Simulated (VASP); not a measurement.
A run of VASP 6.6.1 is set up as follows.

INCAR

```
SYSTEM = Al2Ru
  ALGO = Normal
  EDIFF = 1E-6
  ENCUT = 500
  GGA = PS
  GGA_COMPAT = .FALSE.
  ISIF = 2
  ISMEAR = -1
  LASPH = .TRUE.
  LCHARG = .TRUE.
  LMAXMIX = 4
  LORBIT = 11
  LORBMOM = .TRUE.
  LREAL = .FALSE.
  LSORBIT = .TRUE.
  LVHAR = .TRUE.
  LWAVE = .FALSE.
  MAGMOM = 0 0 0 0 0 0 0 0 0
  NBANDS = 33
  NELM = 200
  PREC = Accurate
  SIGMA = 0.05
```

File KPOINTS:

```
k-points
0
G
  9 9 9
  0 0 0
```

Contents of POSCAR:

```
Al2Ru
1.0
   -1.5604216200      1.5604216200      4.2218055900
    1.5604216200     -1.5604216200      4.2218055900
    1.5604216200      1.5604216200     -4.2218055900
Ru Al
1 2
Direct
    0.0000000000      0.0000000000      0.0000000000
    0.3407978100      0.3407978100      0.0000000000
    0.6592021900      0.6592021900      0.0000000000
```

Potentials or basis: VASP PAW PBE potentials, release 64 (Ru_pv, Al).

Run with:

```console
$ cat potpaw_PBE.64/Ru_pv/POTCAR potpaw_PBE.64/Al/POTCAR > POTCAR
$ mpirun -np 1 vasp_ncl > vasp.out
```

Problem. What does it give for the largest force?

Solution. 0.053 eV/Å.

Problem. Predict the pressure.

Solution. -0.3 GPa.

Problem. What does it give for the net moment?

Solution. 0.00 μB per cell.

Forces on the atoms (eV/Å):
```
Ru   0.000  0.000  0.000
Al   0.000  0.000  0.053
Al   0.000  0.000 -0.053
```

Caveat: the PAW data sets were made with another functional, which shifts forces and pressure a little.
